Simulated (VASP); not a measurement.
The system is Rh.

```
Rh
1.0
     2.47000    0.00000    0.00000
     0.00000    2.47000    0.00000
     0.00000    0.00000    2.47000
Rh
1
Direct
  0.00000 0.00000 0.00000
```

| Property | Result |
| --- | --- |
| Program | VASP 6.6.1 |
| Task | relaxation of cell and atoms |
| Functional | LDA |
| Potentials or basis | VASP PAW LDA potentials, release 64 (Rh_pv) |
| Cutoff | 600 eV |
| k mesh | 10 × 10 × 10 |
| Occupations | gaussian, width 0.1 eV |
| Spin | no spin polarisation |

At the start: pressure 3.7 GPa; volume 15.07 Å³/atom.

Where does the relaxation end?

Over 3 steps the energy falls by 2.7 meV/atom and the volume is 15.31 Å³/atom (+1.6 %); space group Pm-3m (No. 221, to 0.05 Å).

Step by step:
| step | energy change (eV) | largest force (eV/Å) | pressure (GPa) | volume (Å³) |
| --- | --- | --- | --- | --- |
| 1 | 0.0000 | 0.0000 | 3.74 | 15.07 |
| 2 | 0.0102 | 0.0000 | -7.42 | 15.85 |
| 3 | -0.0027 | 0.0000 | -0.04 | 15.31 |

Final structure:
```yaml
crystal:
  lattice:
    - [2.48308, 0.00000, 0.00000]
    - [0.00000, 2.48308, 0.00000]
    - [0.00000, 0.00000, 2.48308]
  atoms:
    - { symbol: Rh, position: [0.00000, 0.00000, 0.00000] }
```
